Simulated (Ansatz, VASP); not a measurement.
## Two plane-wave programs on KTaO3

```
K Ta O
1.0
     3.58947    0.00000    0.00000
     0.00000    3.98830    0.00000
     0.00000    0.00000    3.98830
K Ta O
1 1 3
Direct
  0.50000 0.50000 0.50000
  0.00000 0.00000 0.00000
  0.50000 0.00000 0.00000
  0.00000 0.50000 0.00000
  0.00000 0.00000 0.50000
```

Change from the starting cell: strain -0.1000 x Voigt [1, 0, 0, 0, 0, 0], atoms carried along.

Alike in both runs: task single point; functional PBE; k mesh 8 × 8 × 8; occupations gaussian, width 0.05 eV; no spin polarisation.

|  | VASP | Ansatz |
| --- | --- | --- |
| version | VASP 6.6.1 | Ansatz 0.2.0 |
| potentials or method | VASP PAW PBE potentials, release 64 (K_sv, Ta_pv, O), cutoff 520 eV | scalar-relativistic, plane waves, PAW |
| valence electrons in the cell | 38 | 40 |

|  | VASP | Ansatz | Ansatz less VASP |
| --- | --- | --- | --- |
| gap on the k mesh at the Fermi level (eV) | 2.18 | 2.23 | +0.051 |
| least direct gap on the mesh (eV) | 2.51 | 2.57 | +0.053 |
| pressure (GPa) | 40.5 | 39.2 | -1.30 |
| traceless stress, the component that is largest in VASP (GPa) | 46.81 | 46.08 | -0.733 |

Both programs put the cell under a high pressure, so it lies far from rest at this level. VASP's potentials hold 38 valence electrons a cell and Ansatz's 40, so a difference there can come from the potentials and not from the codes.

Spin-orbit coupling is off throughout.
